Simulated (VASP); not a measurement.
# ZnO (P6_3mc) in VASP: a series of runs

Runs on ZnO. Level: PBE. Tasks: single point.

All numbers are computed with VASP 6.6.1; they aren't measurements. Logs are shortened: lines on timing, memory, paths and dates and some standing lists are left out, and cuts for length are marked.

**1. The cell of the first run**

The structure is hexagonal, space group P6_3mc (No. 186). Conventional cell: a = 3.249 Å, b = 3.249 Å, c = 5.100 Å, α = 90.00°, β = 90.00°, γ = 120.00°. Within 2.6 Å of Zn (site symmetry 3m) lie 4 O at 1.95 to 1.97 Å. O (site symmetry 3m) has 4 Zn at 1.95 to 1.97 Å within 2.6 Å.

**2. Single point, PBE (zz strain of -2 %)**

Input file INCAR:

```
ALGO = Normal
EDIFF = 1E-6
ENCUT = 520
GGA = PE
ISIF = 2
ISMEAR = -1
LASPH = T
LCHARG = F
LREAL = F
LWAVE = F
NBANDS = 26
NELM = 80
PREC = Accurate
SIGMA = 0.02
```

Input file KPOINTS:

```
k-points
0
Gamma
  11 11 6
```

Input file POSCAR:

```
ZnO
1.0
    3.2493987239      0.0000000000      0.0000000000
   -1.6246993619      2.8140618419      0.0000000000
    0.0000000000      0.0000000000      5.0997240000
Zn O
2 2
Direct
    0.3333333333      0.6666666667      0.0000000000
    0.6666666667      0.3333333333      0.5000000000
    0.3333333333      0.6666666667      0.3821000000
    0.6666666667      0.3333333333      0.8821000000
```

Potentials or basis: VASP PAW PBE potentials, release 64 (Zn, O).

The run is started by

```console
cat potpaw_PBE.64/Zn/POTCAR potpaw_PBE.64/O/POTCAR > POTCAR
mpirun -np 1 vasp_std > vasp.out
```

OUTCAR:

```text
EDIFF = 1E-6
   ENCUT = 520
   GGA = PE
   ISIF = 2
   ISMEAR = -1
   LASPH = T
   LREAL = F
   NELM = 80
   PREC = Accurate

 ion  position               nearest neighbor table
   1  0.333  0.667  0.000-   3 1.95   4 1.97   4 1.97   4 1.97
   2  0.667  0.333  0.500-   4 1.95   3 1.97   3 1.97   3 1.97
   3  0.333  0.667  0.382-   1 1.95   2 1.97   2 1.97   2 1.97
   4  0.667  0.333  0.882-   2 1.95   1 1.97   1 1.97   1 1.97

  LATTYP: Found a hexagonal cell.
 ALAT       =     3.2493987239
 C/A-ratio  =     1.5694362045

  Lattice vectors:

 A1 = (   3.2493987239,   0.0000000000,   0.0000000000)
 A2 = (  -1.6246993619,   2.8140618419,   0.0000000000)
 A3 = (   0.0000000000,   0.0000000000,   5.0997240000)

Analysis of symmetry for initial positions (statically):
=====================================================================
 Subroutine PRICEL returns:
 Original cell was already a primitive cell.

 Routine SETGRP: Setting up the symmetry group for a
 hexagonal supercell.

 Subroutine GETGRP returns: Found 12 space group operations
 (whereof  6 operations were pure point group operations)
 out of a pool of 24 trial point group operations.

The static configuration has the point symmetry C_3v.
 The point group associated with its full space group is C_6v.

Analysis of symmetry for dynamics (positions and initial velocities):
=====================================================================
 Subroutine PRICEL returns:
 Original cell was already a primitive cell.

 Routine SETGRP: Setting up the symmetry group for a
 hexagonal supercell.

 Subroutine GETGRP returns: Found 12 space group operations
 (whereof  6 operations were pure point group operations)
 out of a pool of 24 trial point group operations.

The dynamic configuration has the point symmetry C_3v.
 The point group associated with its full space group is C_6v.

 Subroutine INISYM returns: Found 12 space group operations
 (whereof  6 operations are pure point group operations),
 and found     1 'primitive' translations

----------------------------------------------------------------------------------------

                                     Primitive cell

  volume of cell :      46.6319

  direct lattice vectors                    reciprocal lattice vectors
     3.249398724  0.000000000  0.000000000     0.307749244  0.177679109  0.000000000
    -1.624699362  2.814061842  0.000000000     0.000000000  0.355358217  0.000000000
     0.000000000  0.000000000  5.099724000     0.000000000  0.000000000  0.196089043

  length of vectors
     3.249398724  3.249398724  5.099724000     0.355358217  0.355358217  0.196089043

  position of ions in fractional coordinates (direct lattice)
     0.333333333  0.666666667  0.000000000
     0.666666667  0.333333333  0.500000000
     0.333333333  0.666666667  0.382100000
     0.666666667  0.333333333  0.882100000

  ion indices of the primitive-cell ions
   primitive index   ion index
                 1           1
                 2           2
                 3           3
                 4           4

----------------------------------------------------------------------------------------

 KPOINTS: k-points

Automatic generation of k-mesh.
 Grid dimensions read from file:
 generate k-points for:   11   11    6

 Generating k-lattice:

  Cartesian coordinates                     Fractional coordinates (reciprocal lattice)
     0.027977204  0.016152646  0.000000000     0.090909091  0.000000000  0.000000000
     0.000000000  0.032305292  0.000000000     0.000000000  0.090909091  0.000000000
     0.000000000  0.000000000  0.032681507     0.000000000  0.000000000  0.166666667

  Length of vectors
     0.032305292  0.032305292  0.032681507

  Shift w.r.t. Gamma in fractional coordinates (k-lattice)
     0.000000000  0.000000000  0.000000000

 Subroutine IBZKPT returns following result:
 ===========================================

 Found     64 irreducible k-points:

 Following reciprocal coordinates:
            Coordinates               Weight
  0.000000  0.000000  0.000000      1.000000
  0.090909  0.000000  0.000000      6.000000
  0.181818 -0.000000  0.000000      6.000000
  0.272727  0.000000  0.000000      6.000000
  0.363636 -0.000000  0.000000      6.000000
  0.454545  0.000000  0.000000      6.000000
[... 16 lines left out ...]
  0.090909  0.090909  0.166667     12.000000
  0.181818  0.090909  0.166667     24.000000
 [... further k-points ...]
   k-points           NKPTS =     64   k-points in BZ     NKDIM =     64   number of bands    NBANDS=     26
   number of dos      NEDOS =    301   number of ions     NIONS =      4
   total plane-waves  NPLWV =  23040
   dimension x,y,z NGX =    24 NGY =   24 NGZ =   40
   dimension x,y,z NGXF=    48 NGYF=   48 NGZF=   80
   ions per type =               2   2
   NGX,Y,Z   is equivalent  to a cutoff of  12.28, 12.28, 13.04 a.u.
   NGXF,Y,Z  is equivalent  to a cutoff of  24.56, 24.56, 26.08 a.u.
 SYSTEM =  unknown system
   PREC   = accura    normal or accurate (medium, high low for compatibility)
   ISTART =      0    job   : 0-new  1-cont  2-samecut
   ICHARG =      2    charge: 1-file 2-atom 10-const
   ISPIN  =      1    spin polarized calculation?
   LNONCOLLINEAR =      F non collinear calculations
   LSORBIT =      F    spin-orbit coupling
   LASPH  =      T    aspherical Exc in radial PAW
   ENCUT  =  520.0 eV  38.22 Ry    6.18 a.u.   6.04  6.04  9.48*2*pi/ulx,y,z
   NELM   =     80;   NELMIN=  2; NELMDL= -5     # of ELM steps
   EDIFF  = 0.1E-05   stopping-criterion for ELM
   LREAL  =      F    real-space projection
   EDIFFG = 0.1E-04   stopping-criterion for IOM
   NSW    =      0    number of steps for IOM
   IBRION =     -1    ionic relax: 0-MD 1-quasi-New 2-CG
   NFREE  =      0    steps in history (QN), initial steepest desc. (CG)
   ISIF   =      2    stress and relaxation
   ISYM   =      2    0-nonsym 1-usesym 2-fastsym
   POTIM  = 0.5000    time-step for ionic-motion
   TEBEG  =    0.0;   TEEND  =   0.0 temperature during run
   PSTRESS=    0.0 pullay stress
   NELECT =      36.0000    total number of electrons
   NUPDOWN=      -1.0000    fix difference up-down
   EMIN   =  10.00;   EMAX   =-10.00  energy-range for DOS
   EFERMI =   0.00;   METHOD = LEGACY
   ISMEAR =    -1;   SIGMA  =   0.02  broadening in eV -4-tet -1-fermi 0-gaus
   EFERMI_NEDOS =   21; number of points for ismear=-14 and -15
   IALGO  =     38    algorithm
   IMIX   =      4    mixing-type and parameters
     AMIX     =   0.40;   BMIX     =  1.00
     AMIX_MAG =   1.60;   BMIX_MAG =  1.00
  volume/ion in A,a.u.               =      11.66        78.67
  Fermi-wavevector in a.u.,A,eV,Ry     =   1.501809  2.838007 30.686972  2.255429
  Thomas-Fermi vector in A             =   2.613131
   LORBIT       =      0    0 simple, 1 ext, 2 COOP (PROOUT), +10 PAW based schemes
   GGA     = PE    functional components
   LHFCALC =     F    Hartree Fock is set to
   AEXX    =    0.0000 exact exchange contribution
   IVDW    =     0    specifies the selected vdW correction
   LEPSILON=     F    determine dielectric tensor
   LRPA    =     F    only Hartree local field effects (RPA)
 non-spin polarized calculation
  energy-cutoff  :      520.00
  volume of cell :       46.63
 maximum number of plane-waves:      1278
   NGX = 13   NGY = 13   NGZ = 19

 number of electron      36.0000041 magnetization

 Free energy of the ion-electron system (eV)
  ---------------------------------------------------
  ext. energy  EPLUGINS =         0.00000000
  ---------------------------------------------------
  free energy    TOTEN  =       -17.76556206 eV

  energy without entropy =      -17.76556206  energy(sigma->0) =      -17.76556206

 E-fermi :   1.7477     XC(G=0): -11.0204

 val. band max:        1.3734895223   @ k =   0.0000   0.0000   0.0000
 cond. band min:       2.2174621319   @ k =   0.0000   0.0000   0.0000
 fundamental gap:      0.8439726096
 Fermi energy:         1.7476865082

 k-point     1 :       0.0000    0.0000    0.0000
  band No.  band energies     occupation
      1     -16.8665      2.00000
      2     -16.0715      2.00000
      3      -4.4015      2.00000
      4      -4.4015      2.00000
      5      -4.3348      2.00000
      6      -4.3202      2.00000
[... 18 lines left out ...]
     25      15.5024      0.00000
     26      16.0441      0.00000

 k-point     2 :       0.0909    0.0000    0.0000
  band No.  band energies     occupation
      1     -16.8202      2.00000
      2     -16.0527      2.00000
      3      -4.4597      2.00000
      4      -4.3741      2.00000
      5      -4.2899      2.00000
      6      -4.2794      2.00000
[... 18 lines left out ...]
     25      15.6254      0.00000
     26      16.1348      0.00000

 k-point     3 :       0.1818   -0.0000    0.0000
  band No.  band energies     occupation
      1     -16.6913      2.00000
      2     -16.0047      2.00000
      3      -4.5840      2.00000
      4      -4.3033      2.00000
      5      -4.2795      2.00000
      6      -4.2001      2.00000
[... 18 lines left out ...]
     25      15.5547      0.00000
     26      15.7510      0.00000

 k-point     4 :       0.2727    0.0000    0.0000
  band No.  band energies     occupation
      1     -16.5090      2.00000
      2     -15.9496      2.00000
      3      -4.6949      2.00000
      4      -4.3212      2.00000
      5      -4.2216      2.00000
      6      -4.0833      2.00000
[... 18 lines left out ...]
     25      14.7921      0.00000
     26      15.5886      0.00000

 k-point     5 :       0.3636   -0.0000    0.0000
  band No.  band energies     occupation
      1     -16.3193      2.00000
      2     -15.9153      2.00000
      3      -4.7242      2.00000
      4      -4.3744      2.00000
      5      -4.1622      2.00000
      6      -3.9439      2.00000
[... 18 lines left out ...]
     25      14.8427      0.00000
     26      15.5273      0.00000

 k-point     6 :       0.4545    0.0000    0.0000
  band No.  band energies     occupation
      1     -16.1837      2.00000
      2     -15.9147      2.00000
      3      -4.6684      2.00000
      4      -4.4415      2.00000
      5      -4.1352      2.00000
      6      -3.8261      2.00000
[... 427 lines left out ...]
 k-point    21 :       0.3636   -0.0000    0.1667
  band No.  band energies     occupation
      1     -16.2903      2.00000
      2     -15.9401      2.00000
      3      -4.7675      2.00000
      4      -4.4926      2.00000
      5      -4.1400      2.00000
      6      -3.9791      2.00000
[... 18 lines left out ...]
     25      14.8572      0.00000
     26      15.4553      0.00000

 k-point    22 :       0.4545    0.0000    0.1667
  band No.  band energies     occupation
      1     -16.1628      2.00000
      2     -15.9296      2.00000
      3      -4.7240      2.00000
      4      -4.5561      2.00000
      5      -4.1080      2.00000
      6      -3.8654      2.00000
[... 18 lines left out ...]
     25      14.7711      0.00000
     26      15.5617      0.00000

 k-point    23 :       0.0909    0.0909    0.1667
  band No.  band energies     occupation
      1     -16.6862      2.00000
      2     -16.0684      2.00000
      3      -4.5645      2.00000
      4      -4.4467      2.00000
      5      -4.2965      2.00000
      6      -4.2686      2.00000
[... 18 lines left out ...]
     25      14.6907      0.00000
     26      15.7263      0.00000

 k-point    24 :       0.1818    0.0909    0.1667
  band No.  band energies     occupation
      1     -16.5360      2.00000
      2     -16.0085      2.00000
      3      -4.6646      2.00000
      4      -4.4479      2.00000
      5      -4.2391      2.00000
      6      -4.1746      2.00000
[... 18 lines left out ...]
     25      14.4885      0.00000
     26      16.0288      0.00000

 [... further k-points ...]

------------------------ aborting loop because EDIFF is reached ----------------------------------------

  FORCE on cell =-STRESS in cart. coord.  units (eV):
  Direction    XX          YY          ZZ          XY          YZ          ZX
  --------------------------------------------------------------------------------------
  -------------------------------------------------------------------------------------
  Total        2.1953687      2.1953687      3.7487806      0.0000000      0.0000000      0.0000000
  in kB       75.4283737     75.4283737    128.8004231      0.0000000      0.0000000      0.0000000
  external PRESSURE =      93.2190568 kB  Pullay stress =       0.0000000 kB

 VOLUME and BASIS-vectors are now :
 -----------------------------------------------------------------------------
  energy-cutoff  :      520.00
  volume of cell :       46.63
      direct lattice vectors                 reciprocal lattice vectors
     3.249398724  0.000000000  0.000000000     0.307749244  0.177679109  0.000000000
    -1.624699362  2.814061842  0.000000000     0.000000000  0.355358217  0.000000000
     0.000000000  0.000000000  5.099724000     0.000000000  0.000000000  0.196089043

 POSITION                                       TOTAL-FORCE (eV/Angst)
 -----------------------------------------------------------------------------------
     -0.00000      1.87604      0.00000        -0.000000      0.000000     -0.195313
      1.62470      0.93802      2.54986         0.000000     -0.000000     -0.195313
     -0.00000      1.87604      1.94860        -0.000000     -0.000000      0.195313
      1.62470      0.93802      4.49847        -0.000000     -0.000000      0.195313
 -----------------------------------------------------------------------------------
    total drift:                               -0.000000      0.000000      0.001202

  FREE ENERGIE OF THE ION-ELECTRON SYSTEM (eV)
  ---------------------------------------------------
  free  energy   TOTEN  =       -17.7655620642 eV

  energy  without entropy=      -17.7655620642  energy(sigma->0) =      -17.76556206
```

It took 52 s on 1 thread of Intel Xeon Platinum 8124M at 3.00GHz (Skylake/Cascade Lake), shared host; peak memory 0.2 GiB.

Results:

* Free energy: -17.7656 eV
* Pressure: 9.3 GPa
* Largest force: 0.195 eV/Å
* Band gap on the k mesh: 0.84 eV, direct

Forces on the atoms (eV/Å):
```
Zn   0.000  0.000 -0.195
Zn   0.000  0.000 -0.195
O    0.000  0.000  0.195
O    0.000  0.000  0.195
```

Caveat: the cell differs from its parent crystal (zz strain of -2 %).

**3. Single point, PBE (zz strain of +1 %)**

Input file INCAR:

```
PREC = Accurate
ENCUT = 520
EDIFF = 1E-7
ISMEAR = -1
SIGMA = 0.02
LREAL = F
LASPH = T
NELM = 80
ALGO = Normal
ISIF = 2
LWAVE = F
LCHARG = F
GGA = PE
NBANDS = 26
```

Input file KPOINTS:

```
regular mesh
0
Gamma
  11 11 6
```

Changes to POSCAR since step 2:

```diff
@@ -4,3 +4,3 @@
    -1.6246993619      2.8140618419      0.0000000000
-    0.0000000000      0.0000000000      5.0997240000
+    0.0000000000      0.0000000000      5.2558380000
 Zn O
```

Potentials or basis: VASP PAW PBE potentials, release 64 (Zn, O).

The run is started by

```console
cat potpaw_PBE.64/Zn/POTCAR potpaw_PBE.64/O/POTCAR > POTCAR
mpirun -np 1 vasp_std > vasp.out
```

It took 56 s on 1 thread of Intel Xeon Platinum 8124M at 3.00GHz (Skylake/Cascade Lake), shared host; peak memory 0.2 GiB.

The run converged. Its results:

```yaml
Free_energy: -17.8368 eV
Pressure: 4.5 GPa
Largest_force: 0.119 eV/Å
Band_gap_on_the_k_mesh: 0.76 eV, direct
```

Forces in eV/Å, atoms in the order of the input:
```
Zn   0.000  0.000  0.119
Zn   0.000  0.000  0.119
O    0.000  0.000 -0.119
O    0.000  0.000 -0.119
```

Stress tensor (GPa, compression positive):
```
5.16 0.00 0.00
0.00 5.16 0.00
0.00 0.00 3.25
```

Levels at points of the mesh, in eV from the valence-band top:
```tsv
k point	band 15	band 16	band 17	band 18	band 19	band 20	band 21	band 22
(0.00, 0.00, 0.00)	-0.75	-0.11	0.00	0.00	0.76	5.17	8.12	12.87
(0.00, 0.00, 0.50)	-0.37	-0.37	-0.37	-0.37	3.41	3.41	9.97	9.97
```

Caveat: the cell differs from its parent crystal (zz strain of +1 %).

(Part 1 of 2 ends here.)
